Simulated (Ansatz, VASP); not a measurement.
**Two plane-wave programs on H**

File INCAR:

```
SYSTEM = H
PREC     = Accurate       ! precision mode
ENCUT    = 520            ! plane-wave cutoff, eV
EDIFF    = 1E-6           ! SCF threshold, eV
ISMEAR   = 0              ! smearing method
SIGMA    = 0.05           ! smearing width, eV
LREAL    = .False.        ! projectors in reciprocal space
LASPH    = .True.         ! aspherical terms in the spheres
NELM     = 100            ! most SCF steps
ALGO     = Normal         ! electronic algorithm
ISIF     = 2              ! what is computed and relaxed
LWAVE    = .False.        ! write WAVECAR
LCHARG   = .False.        ! write CHGCAR
GGA      = PE             ! functional
NBANDS   = 8              ! bands
```

The input KPOINTS:

```
Automatic mesh
0
Gamma
  10 10 10
  0 0 0
```

The input POSCAR:

```
H
1.0
   -1.8249451854      1.8249451854      2.3611283991
    1.8249451854     -1.8249451854      2.3611283991
    1.8249451854      1.8249451854     -2.3611283991
H
2
Direct
    0.9178910720      0.9178910720      0.0000000000
    0.0821089280      0.0821089280      0.0000000000
```

Input for Ansatz:

```yaml
crystal:
  lattice:
    - [-1.8249451854, 1.8249451854, 2.3611283991]
    - [1.8249451854, -1.8249451854, 2.3611283991]
    - [1.8249451854, 1.8249451854, -2.3611283991]
  atoms:
    - { symbol: H, position: [0.917891072, 0.917891072, 0.0] }
    - { symbol: H, position: [0.082108928, 0.082108928, 0.0] }
basis:
  ecutwfc: 420
kpoints:
  mp_grid: { grid: [10, 10, 10] }
hamiltonian:
  xc: pbe
scf:
  occupations: { method: gaussian, width: 0.05 }
output:
  forces: true
  stress: true
  eigenvalues: true
```

Alike in both runs: task single point; functional PBE; k mesh 10 × 10 × 10; occupations gaussian, width 0.05 eV; no spin polarisation.

|  | VASP | Ansatz |
| --- | --- | --- |
| version | VASP 6.6.1 | Ansatz 0.2.0 |
| potentials or method | VASP PAW PBE potentials, release 64 (H), cutoff 520 eV | scalar-relativistic, plane waves, PAW |
| valence electrons in the cell | 2 | 2 |

VASP gave:

| Quantity | Value |
| --- | --- |
| gap on the k mesh at the Fermi level (eV) | 9.10 |
| least direct gap on the mesh (eV) | 9.56 |
| pressure (GPa) | -1.2 |
| traceless stress, the component that is largest in VASP (GPa) | -2.12 |
| rms of the force components (eV/Å) | 0.459 |

**Question.** What did Ansatz give for the same quantities?

**Answer.** gap on the k mesh at the Fermi level (eV): 9.10; least direct gap on the mesh (eV): 9.56; pressure (GPa): -1.0; traceless stress, the component that is largest in VASP (GPa): -2.08; rms of the force components (eV/Å): 0.455.

Atom by atom the forces differ by 0.004 eV/Å (rms over components).
